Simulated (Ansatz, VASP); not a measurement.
## One calculation of Sb, two programs

POSCAR

```
Sb
1.0
   -1.9616887466      1.9616887466      1.9616887466
    1.9616887466     -1.9616887466      1.9616887466
    1.9616887466      1.9616887466     -1.9616887466
Sb
1
Direct
    0.0000000000      0.0000000000      0.0000000000
```

Contents of INCAR.step1:

```
  PREC = Accurate
  ENCUT = 520
  ISMEAR = -1
  SIGMA = 0.1
  LREAL = F
  LASPH = T
  NELM = 60
  NBANDS = 8
  GGA = PE
  ALGO = Normal
  EDIFF = 1E-4
  LWAVE = T
  LCHARG = F
```

Contents of INCAR.step2:

```
  PREC = Accurate
  ENCUT = 520
  EDIFF = 1E-6
  ISMEAR = -1
  SIGMA = 0.1
  LREAL = F
  LASPH = T
  NELM = 60
  ALGO = Normal
  ISIF = 2
  LWAVE = F
  LCHARG = F
  METAGGA = R2SCAN
  LMIXTAU = T
  NBANDS = 8
  ISTART = 1
```

The input KPOINTS:

```
regular mesh
0
Gamma
  13 13 13
```

Input for Ansatz:

```yaml
crystal:
  lattice:
    - [-1.9616887466, 1.9616887466, 1.9616887466]
    - [1.9616887466, -1.9616887466, 1.9616887466]
    - [1.9616887466, 1.9616887466, -1.9616887466]
  atoms:
    - { symbol: Sb, position: [0.0, 0.0, 0.0] }
hamiltonian:
  xc: r2scan
  pseudopotentials:
    kind: paw
    azcp:
      Sb: "pseudopotentials/Sb.paw.azcp"
basis:
  ecutwfc: 500
  fft_grid_basis: typed
kpoints:
  mp_grid: { grid: [13, 13, 13], shift: [0, 0, 0] }
magnetization:
  spin_polarized: false
scf:
  occupations: { method: fermi_dirac, width: 0.1 }
  lower_state_search: "off"
output:
  stress: true
  write_density: true
  write_potential: true
  elf: true
  volumetric_format: npy
```

Alike in both runs: task single point; functional r2SCAN; k mesh 13 × 13 × 13; occupations fermi-dirac, width 0.1 eV; no spin polarisation.

|  | VASP | Ansatz |
| --- | --- | --- |
| version | VASP 6.6.1 | Ansatz 0.2.0 |
| potentials or method | VASP PAW PBE potentials, release 64 (Sb), cutoff 520 eV | plane waves (500 eV) with PAW, scalar-relativistic |
| valence electrons in the cell | 5 | 15 |

|  | VASP | Ansatz | Ansatz less VASP |
| --- | --- | --- | --- |
| pressure (GPa) | -5.6 | -5.5 | +0.09 |

VASP's potentials were made for PBE, not for r2SCAN. VASP's potentials hold 5 valence electrons a cell and Ansatz's 15, so a difference there can come from the potentials and not from the codes.

Neither program's run includes spin-orbit coupling.
